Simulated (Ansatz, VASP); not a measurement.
**ZnCu: VASP beside Ansatz**

```
Zn Cu
1.0
     2.94500    0.00000    0.00000
     0.00000    2.94500    0.00000
     0.00000    0.00000    2.94500
Zn Cu
1 1
Cartesian
  1.4581 1.4581 1.4581
  0.0000 0.0000 0.0000
```

Change from the starting cell: all Zn atoms moved +0.025 Å, as atom 1 towards its neighbour atom 2 (Cu) at 2.550 Å.

Alike in both runs: task single point; functional PBE; k mesh 16 × 16 × 16; occupations gaussian, width 0.15 eV; no spin polarisation.

```csv
,VASP,Ansatz
version,VASP 6.6.1,Ansatz 0.2.0
potentials or method,"VASP PAW PBE potentials, release 64 (Zn, Cu), cutoff 520 eV","scalar-relativistic, plane waves, PAW"
valence electrons in the cell,23,31
```

```csv
,VASP,Ansatz,Ansatz less VASP
gap on the k mesh at the Fermi level (eV),none,none,-
pressure (GPa),3.2,2.3,-0.86
rms of the force components (eV/Å),0.071,0.070,-0.0011
```

Atom by atom the forces differ by 0.001 eV/Å (rms over components). A gap of «none» marks a metal or a gap that the smearing closes. VASP's potentials hold 23 valence electrons a cell and Ansatz's 31, so a difference there can come from the potentials and not from the codes.
